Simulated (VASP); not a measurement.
A run of VASP 6.6.1:

POSCAR

```
SnO2
1.0
    4.8075372387      0.0000000000      0.0000000000
    0.0000000000      4.8075372387      0.0000000000
    0.0000000000      0.0000000000      3.0726823253
Sn O
2 4
Direct
    0.5000000000      0.5000000000      0.5000000000
    0.0000000000      0.0000000000      0.0000000000
    0.3051679795      0.3051679795      0.0000000000
    0.8051679795      0.1948320205      0.5000000000
    0.1948320205      0.8051679795      0.5000000000
    0.6948320205      0.6948320205      0.0000000000
```

The input INCAR.step1:

```
ALGO = Normal
EDIFF = 1E-4
ENCUT = 520
GGA = PE
ISMEAR = 0
LASPH = T
LCHARG = F
LREAL = F
LWAVE = T
NBANDS = 35
NELM = 100
PREC = Accurate
SIGMA = 0.02
```

Contents of INCAR.step2:

```
ALGO = Normal
EDIFF = 1E-6
ENCUT = 520
ISIF = 2
ISMEAR = 0
ISTART = 1
LASPH = T
LCHARG = F
LMIXTAU = T
LREAL = F
LWAVE = F
METAGGA = R2SCAN
NBANDS = 35
NELM = 100
PREC = Accurate
SIGMA = 0.02
```

Contents of KPOINTS:

```
k-points
0
Gamma
  6 6 8
```

Potentials or basis: VASP PAW PBE potentials, release 64 (Sn_d, O).

Launch:

```bash
$ cat potpaw_PBE.64/Sn_d/POTCAR potpaw_PBE.64/O/POTCAR > POTCAR
$ cp INCAR.step1 INCAR
$ mpirun -np 1 vasp_std > vasp.out
$ cp INCAR.step2 INCAR
$ mpirun -np 1 vasp_std > vasp.out
```

Hardware: 1 thread of Intel Xeon 8259CL (shared host).

**Question.** How long does it take, and how much memory?

**Answer.** Run time: 7.2 min on 1 thread of Intel Xeon 8259CL (shared host), peak memory 0.24 GiB. Counts: k points 50.
